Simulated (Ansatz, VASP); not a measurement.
Two plane-wave programs on Sb

```
Sb
1.0
    -1.87134    1.87134    1.87134
     1.87134   -1.87134    1.87134
     1.87134    1.87134   -1.87134
Sb
1
Direct
  0.00000 0.00000 0.00000
```

Alike in both runs: functional HSE06; k mesh 5 × 5 × 5; occupations fermi-dirac, width 0.05 eV; no spin polarisation.

|  | VASP | Ansatz |
| --- | --- | --- |
| version | VASP 6.6.1 | Ansatz 0.2.0 |
| potentials or method | VASP PAW PBE potentials, release 64 (Sb) | Ansatz PAW |
| plane-wave cutoff (eV) | 520 | 420 |
| valence electrons in the cell | 5 | 15 |
| task | single point | band structure |

|  | VASP | Ansatz | Ansatz less VASP |
| --- | --- | --- | --- |
| gap on the k mesh at the Fermi level (eV) | none | none | - |
| pressure (GPa) | -2.0 | -0.9 | +1.13 |

A gap of «none» marks a metal or a gap that the smearing closes. VASP's potentials hold 5 valence electrons a cell and Ansatz's 15, so a difference there can come from the potentials and not from the codes.

The k mesh is coarse, so the values compare programs but aren't converged. Spin-orbit coupling is off throughout.
